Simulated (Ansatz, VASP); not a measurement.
## BN: VASP beside Ansatz

```
N B
1.0
     0.00000    1.81300    1.81300
     1.81300    0.00000    1.81300
     1.81300    1.81300    0.00000
N B
1 1
Direct
  0.25000 0.25000 0.25000
  0.00000 0.00000 0.00000
```

Alike in both runs: task single point; functional PBE; k mesh 9 × 9 × 9; occupations fermi-dirac, width 0.02 eV; no spin polarisation.

|  | VASP | Ansatz |
| --- | --- | --- |
| version | VASP 6.6.1 | Ansatz 0.2.0 |
| potentials or method | VASP PAW PBE potentials, release 64 (N, B), cutoff 520 eV | all-electron LAPW, scalar-relativistic |

Ansatz gave:

* gap on the k mesh at the Fermi level (eV): 4.61
* least direct gap on the mesh (eV): 8.78
* pressure (GPa): -0.4

Task: What did VASP give for the same quantities?

Result: gap on the k mesh at the Fermi level (eV): 4.60; least direct gap on the mesh (eV): 8.78; pressure (GPa): -0.2.

Ansatz ran all-electron here, and VASP with PAW potentials.
